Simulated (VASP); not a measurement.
A run of VASP 6.6.1 is set up as follows.

The input INCAR:

```
SYSTEM = MnSb
PREC     = Accurate       ! precision mode
ENCUT    = 520            ! plane-wave cutoff, eV
EDIFF    = 1E-6           ! SCF threshold, eV
ISMEAR   = -1             ! smearing method
SIGMA    = 0.025          ! smearing width, eV
LREAL    = .False.        ! projectors in reciprocal space
LASPH    = .True.         ! aspherical terms in the spheres
NELM     = 150            ! most SCF steps
ALGO     = Normal         ! electronic algorithm
ISIF     = 2              ! what is computed and relaxed
LWAVE    = .False.        ! write WAVECAR
LCHARG   = .True.         ! write CHGCAR
ISPIN    = 2              ! spin polarisation
MAGMOM   = 3.8 0          ! initial moments
LORBIT   = 11             ! projections on sites
LMAXMIX  = 4              ! l up to which the mixer works
GGA      = PE             ! functional
LELF     = .True.         ! ELF
LVHAR    = .True.       
NBANDS   = 20             ! bands
```

KPOINTS

```
Automatic mesh
0
Gamma
  9 9 9
  0 0 0
```

The input POSCAR:

```
MnSb
1.0
    0.0000000000      2.7674782250      2.8509163200
    2.7674782250      0.0000000000      2.8509163200
    2.7674782250      2.7674782250      0.0000000000
Mn Sb
1 1
Direct
    0.0000000000      0.0000000000      0.0000000000
    0.5000000000      0.5000000000      0.5000000000
```

Potentials or basis: VASP PAW PBE potentials, release 64 (Mn_pv, Sb).

Command:

```sh
$ cat potpaw_PBE.64/Mn_pv/POTCAR potpaw_PBE.64/Sb/POTCAR > POTCAR
$ mpirun -np 1 vasp_std > vasp.out
```

Question: What does it give for the net moment?

Answer: 3.85 μB per cell.

Question: What does it give for the site moments?

Answer: Mn +3.76; Sb -0.10 μB.

Stress tensor (GPa, compression positive):
```
 0.89  0.00  0.00
 0.00  0.89  0.00
 0.00  0.00 -2.40
```

Caveat: a cell with one magnetic atom can't hold antiferromagnetic order, which such compounds often take.
